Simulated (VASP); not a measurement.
# CoW3 (Fm-3m) in VASP: a series of runs, part 3 of 3

VASP 6.6.1. The steps go on from the part before.

## (5) Single point, PBEsol

This run uses another cell than the first one, of 11.60 Å³/atom, 0.769 times its volume.

Contents of INCAR:

```
ALGO = Normal ; EDIFF = 1E-6
ENCUT = 520 ; GGA = PS
ISIF = 2 ; ISMEAR = 0
LASPH = T ; LCHARG = F
LREAL = F ; LWAVE = F
NBANDS = 34 ; NELM = 100
PREC = Accurate ; SIGMA = 0.1
```

Contents of KPOINTS:

```
k-points
0
Gamma
  12 12 12
```

Contents of POSCAR:

```
CoW3
1.0
    0.0000000000      2.8518704081      2.8518704081
    2.8518704081      0.0000000000      2.8518704081
    2.8518704081      2.8518704081      0.0000000000
W Co
3 1
Direct
    0.2500000000      0.2500000000      0.2500000000
    0.7500000000      0.7500000000      0.7500000000
    0.5000000000      0.5000000000      0.5000000000
    0.0000000000      0.0000000000      0.0000000000
```

Potentials or basis: VASP PAW PBE potentials, release 64 (W_sv, Co).

Command:

```bash
$ cat potpaw_PBE.64/W_sv/POTCAR potpaw_PBE.64/Co/POTCAR > POTCAR
$ mpirun -np 1 vasp_std > vasp.out
```

OUTCAR:

```text
EDIFF = 1E-6
   ENCUT = 520
   GGA = PS
   ISIF = 2
   ISMEAR = 0
   LASPH = T
   LREAL = F
   NELM = 100
   PREC = Accurate

 ion  position               nearest neighbor table
   1  0.250  0.250  0.250-   4 2.47   4 2.47   4 2.47   3 2.47   4 2.47   3 2.47   3 2.47   3 2.47
                             2 2.85   2 2.85   2 2.85   2 2.85   2 2.85   2 2.85
   2  0.750  0.750  0.750-   3 2.47   3 2.47   3 2.47   3 2.47   4 2.47   4 2.47   4 2.47   4 2.47
                             1 2.85   1 2.85   1 2.85   1 2.85   1 2.85   1 2.85
   3  0.500  0.500  0.500-   1 2.47   1 2.47   1 2.47   1 2.47   2 2.47   2 2.47   2 2.47   2 2.47
                             4 2.85   4 2.85   4 2.85   4 2.85   4 2.85   4 2.85
   4  0.000  0.000  0.000-   2 2.47   2 2.47   2 2.47   1 2.47   2 2.47   1 2.47   1 2.47   1 2.47
                             3 2.85   3 2.85   3 2.85   3 2.85   3 2.85   3 2.85

  LATTYP: Found a face centered cubic cell.
 ALAT       =     5.7037408162

  Lattice vectors:

 A1 = (   0.0000000000,   2.8518704081,   2.8518704081)
 A2 = (   2.8518704081,   0.0000000000,   2.8518704081)
 A3 = (   2.8518704081,   2.8518704081,   0.0000000000)

Analysis of symmetry for initial positions (statically):
=====================================================================
 Subroutine PRICEL returns:
 Original cell was already a primitive cell.

 Routine SETGRP: Setting up the symmetry group for a
 face centered cubic supercell.

 Subroutine GETGRP returns: Found 48 space group operations
 (whereof 48 operations were pure point group operations)
 out of a pool of 48 trial point group operations.

The static configuration has the point symmetry O_h .

Analysis of symmetry for dynamics (positions and initial velocities):
=====================================================================
 Subroutine PRICEL returns:
 Original cell was already a primitive cell.

 Routine SETGRP: Setting up the symmetry group for a
 face centered cubic supercell.

 Subroutine GETGRP returns: Found 48 space group operations
 (whereof 48 operations were pure point group operations)
 out of a pool of 48 trial point group operations.

The dynamic configuration has the point symmetry O_h .

 Subroutine INISYM returns: Found 48 space group operations
 (whereof 48 operations are pure point group operations),
 and found     1 'primitive' translations

----------------------------------------------------------------------------------------

                                     Primitive cell

  volume of cell :      46.3895

  direct lattice vectors                    reciprocal lattice vectors
     0.000000000  2.851870408  2.851870408    -0.175323535  0.175323535  0.175323535
     2.851870408  0.000000000  2.851870408     0.175323535 -0.175323535  0.175323535
     2.851870408  2.851870408  0.000000000     0.175323535  0.175323535 -0.175323535

  length of vectors
     4.033153809  4.033153809  4.033153809     0.303669270  0.303669270  0.303669270

  position of ions in fractional coordinates (direct lattice)
     0.250000000  0.250000000  0.250000000
     0.750000000  0.750000000  0.750000000
     0.500000000  0.500000000  0.500000000
     0.000000000  0.000000000  0.000000000
[... 31 lines left out ...]

 Found     72 irreducible k-points:

 Following reciprocal coordinates:
            Coordinates               Weight
  0.000000  0.000000  0.000000      1.000000
  0.083333  0.000000  0.000000      8.000000
  0.166667  0.000000  0.000000      8.000000
  0.250000  0.000000  0.000000      8.000000
  0.333333  0.000000  0.000000      8.000000
  0.416667  0.000000  0.000000      8.000000
[... 16 lines left out ...]
  0.500000  0.166667  0.000000     24.000000
 -0.416667  0.166667  0.000000     24.000000
 [... further k-points ...]
   k-points           NKPTS =     72   k-points in BZ     NKDIM =     72   number of bands    NBANDS=     34
   number of dos      NEDOS =    301   number of ions     NIONS =      4
   total plane-waves  NPLWV =  27000
   dimension x,y,z NGX =    30 NGY =   30 NGZ =   30
   dimension x,y,z NGXF=    60 NGYF=   60 NGZF=   60
   ions per type =               3   1
   NGX,Y,Z   is equivalent  to a cutoff of  12.37, 12.37, 12.37 a.u.
   NGXF,Y,Z  is equivalent  to a cutoff of  24.73, 24.73, 24.73 a.u.
 SYSTEM =  unknown system
   PREC   = accura    normal or accurate (medium, high low for compatibility)
   ISTART =      0    job   : 0-new  1-cont  2-samecut
   ICHARG =      2    charge: 1-file 2-atom 10-const
   ISPIN  =      1    spin polarized calculation?
   LNONCOLLINEAR =      F non collinear calculations
   LSORBIT =      F    spin-orbit coupling
   LASPH  =      T    aspherical Exc in radial PAW
   ENCUT  =  520.0 eV  38.22 Ry    6.18 a.u.   7.50  7.50  7.50*2*pi/ulx,y,z
   NELM   =    100;   NELMIN=  2; NELMDL= -5     # of ELM steps
   EDIFF  = 0.1E-05   stopping-criterion for ELM
   LREAL  =      F    real-space projection
   EDIFFG = 0.1E-04   stopping-criterion for IOM
   NSW    =      0    number of steps for IOM
   IBRION =     -1    ionic relax: 0-MD 1-quasi-New 2-CG
   NFREE  =      0    steps in history (QN), initial steepest desc. (CG)
   ISIF   =      2    stress and relaxation
   ISYM   =      2    0-nonsym 1-usesym 2-fastsym
   POTIM  = 0.5000    time-step for ionic-motion
   TEBEG  =    0.0;   TEEND  =   0.0 temperature during run
   PSTRESS=    0.0 pullay stress
   NELECT =      51.0000    total number of electrons
   NUPDOWN=      -1.0000    fix difference up-down
   EMIN   =  10.00;   EMAX   =-10.00  energy-range for DOS
   EFERMI =   0.00;   METHOD = LEGACY
   ISMEAR =     0;   SIGMA  =   0.10  broadening in eV -4-tet -1-fermi 0-gaus
   EFERMI_NEDOS =   21; number of points for ismear=-14 and -15
   IALGO  =     38    algorithm
   IMIX   =      4    mixing-type and parameters
     AMIX     =   0.40;   BMIX     =  1.00
     AMIX_MAG =   1.60;   BMIX_MAG =  1.00
  volume/ion in A,a.u.               =      11.60        78.26
  Fermi-wavevector in a.u.,A,eV,Ry     =   1.689631  3.192939 38.842614  2.854852
  Thomas-Fermi vector in A             =   2.771723
   LORBIT       =      0    0 simple, 1 ext, 2 COOP (PROOUT), +10 PAW based schemes
   GGA     = PS    functional components
   LHFCALC =     F    Hartree Fock is set to
   AEXX    =    0.0000 exact exchange contribution
   IVDW    =     0    specifies the selected vdW correction
   LEPSILON=     F    determine dielectric tensor
   LRPA    =     F    only Hartree local field effects (RPA)
 non-spin polarized calculation
 Gauss-broadening in eV      SIGMA  =   0.10
  energy-cutoff  :      520.00
  volume of cell :       46.39
 maximum number of plane-waves:      1283
 NGX is ok and might be reduce to    30
   NGX = 15   NGY = 15   NGZ = 15

 number of electron      51.0000001 magnetization

 Free energy of the ion-electron system (eV)
  ---------------------------------------------------
  ext. energy  EPLUGINS =         0.00000000
  ---------------------------------------------------
  free energy    TOTEN  =       -45.00189686 eV

  energy without entropy =      -44.98318005  energy(sigma->0) =      -44.99253846

 E-fermi :  14.7259     XC(G=0): -15.0864

 val. band max:       14.7171202760   @ k =  -0.2500   0.1667   0.0000
 cond. band min:      14.7451959885   @ k =   0.3333   0.0000   0.0000
 fundamental gap:      0.0280757125
 Fermi energy:        14.7258890472

 k-point     1 :       0.0000    0.0000    0.0000
  band No.  band energies     occupation
      1     -59.2680      2.00000
      2     -58.9907      2.00000
      3     -58.5622      2.00000
      4     -24.0651      2.00000
      5     -24.0651      2.00000
      6     -24.0651      2.00000
[... 877 lines left out ...]
     33      19.6897      0.00000
     34      20.3085      0.00000

 [... further k-points ...]

------------------------ aborting loop because EDIFF is reached ----------------------------------------

  FORCE on cell =-STRESS in cart. coord.  units (eV):
  Direction    XX          YY          ZZ          XY          YZ          ZX
  --------------------------------------------------------------------------------------
  -------------------------------------------------------------------------------------
  Total       30.3608868     30.3608868     30.3608868     -0.0000000      0.0000000     -0.0000000
  in kB     1048.5899198   1048.5899198   1048.5899198     -0.0000000      0.0000000     -0.0000000
  external PRESSURE =    1048.5899198 kB  Pullay stress =       0.0000000 kB

 VOLUME and BASIS-vectors are now :
 -----------------------------------------------------------------------------
  energy-cutoff  :      520.00
  volume of cell :       46.39
      direct lattice vectors                 reciprocal lattice vectors
     0.000000000  2.851870408  2.851870408    -0.175323535  0.175323535  0.175323535
     2.851870408  0.000000000  2.851870408     0.175323535 -0.175323535  0.175323535
     2.851870408  2.851870408  0.000000000     0.175323535  0.175323535 -0.175323535

 POSITION                                       TOTAL-FORCE (eV/Angst)
 -----------------------------------------------------------------------------------
      1.42594      1.42594      1.42594         0.000000      0.000000      0.000000
      4.27781      4.27781      4.27781        -0.000000     -0.000000     -0.000000
      2.85187      2.85187      2.85187        -0.000000      0.000000      0.000000
      0.00000      0.00000      0.00000        -0.000000      0.000000      0.000000
 -----------------------------------------------------------------------------------
    total drift:                                0.000000     -0.000000     -0.000000

  FREE ENERGIE OF THE ION-ELECTRON SYSTEM (eV)
  ---------------------------------------------------
  free  energy   TOTEN  =       -45.0018968642 eV

  energy  without entropy=      -44.9831800479  energy(sigma->0) =      -44.99253846
```

Wall time 83 s (1 thread of AMD EPYC 9R45 (Zen 5), shared host); peak memory 0.2 GiB.

Results:

* Free energy: -45.0019 eV
* Pressure: 104.9 GPa

Levels at points of the mesh, in eV from the Fermi level:
```
           k point  band 22  band 23  band 24  band 25  band 26  band 27  band 28  band 29  band 30  band 31
(0.00, 0.00, 0.00)    -2.06    -2.06    -2.06    -0.48    -0.48     3.97     3.97     4.77     4.77     4.77
(0.50, 0.00, 0.00)    -3.91    -3.62    -3.62     0.27     0.27     1.33     1.33     2.07     3.52     3.52
(0.50, 0.50, 0.00)    -1.73    -1.04    -1.01    -1.01    -0.19     1.02     1.87     1.87     2.29     3.13
```

Caveat: the PAW data sets were made with another functional, which shifts forces and pressure a little; spin-orbit coupling is left out, which moves the levels of the heavy elements. Spin polarisation is off, so any magnetic state and its effect on volume and gap are missing.

## (6) Single point, PBEsol, collinear spin, zero start

This run uses another cell than the first one, of 14.50 Å³/atom, 0.962 times its volume.

Contents of INCAR:

```
PREC = Accurate
ENCUT = 520
EDIFF = 1E-6
ISMEAR = 0
SIGMA = 0.1
LREAL = False
LASPH = True
NELM = 150
ALGO = Normal
ISIF = 2
LWAVE = False
LCHARG = True
ISPIN = 2
MAGMOM = 0 0 0 0
LORBIT = 11
NUPDOWN = 0.0
LMAXMIX = 4
GGA = PS
LELF = True
LVHAR = True
NBANDS = 38
```

Contents of KPOINTS:

```
Automatic mesh
0
Gamma
  12 12 12
```

Contents of POSCAR:

```
CoW3
1.0
    0.0000000000      3.0720842694      3.0720842694
    3.0720842694      0.0000000000      3.0720842694
    3.0720842694      3.0720842694      0.0000000000
W Co
3 1
Direct
    0.2500000000      0.2500000000      0.2500000000
    0.7500000000      0.7500000000      0.7500000000
    0.5000000000      0.5000000000      0.5000000000
    0.0000000000      0.0000000000      0.0000000000
```

Potentials or basis: VASP PAW PBE potentials, release 64 (W_sv, Co).

Command:

```bash
$ cat potpaw_PBE.64/W_sv/POTCAR potpaw_PBE.64/Co/POTCAR > POTCAR
$ mpirun -np 1 vasp_std > vasp.out
```

It took 3.5 min on 1 thread of AMD EPYC 9R45 (Zen 5), shared host; peak memory 0.33 GiB.

The run converged. Its results:

* Free energy: -48.0908 eV
* Pressure: -1.0 GPa
* Net moment: 0.00 μB per cell
* Valence electrons inside the program's atomic spheres: W 12.07, 12.31; Co 8.33

Caveat: the PAW data sets were made with another functional, which shifts forces and pressure a little; spin-orbit coupling is left out, which moves the levels of the heavy elements; the total moment is fixed, so each spin has its own Fermi level.

## (7) The runs side by side

| spin | fixed moment (μB) | cell | gap on the mesh (eV) | pressure (GPa) |
| --- | --- | --- | --- | --- |
| off | - | a = 4.402 Å, angles 60.0°, 4 atoms | none | -11.5 |
| off | - | a = 4.485 Å, angles 60.0°, 4 atoms | none | -23.9 |
| off | - | a = 4.591 Å, angles 60.0°, 4 atoms | none | -35.0 |
| off | - | a = 4.033 Å, angles 60.0°, 4 atoms | none | 104.9 |
| collinear, zero start | 0.0 | a = 4.345 Å, angles 60.0°, 4 atoms | - | -1.0 |

Alike in all rows: task single point; level PBEsol; potentials or basis VASP PAW PBE potentials, release 64 (W_sv, Co); k mesh 12 × 12 × 12; cutoff (eV) 520; smearing gaussian 0.1 eV.

Caveats: the PAW data sets were made with another functional, which shifts forces and pressure a little; spin-orbit coupling is left out, which moves the levels of the heavy elements; the total moment is fixed, so each spin has its own Fermi level (some runs).

Total energies depend on the potentials used, so only differences within one code and one set of settings carry meaning.
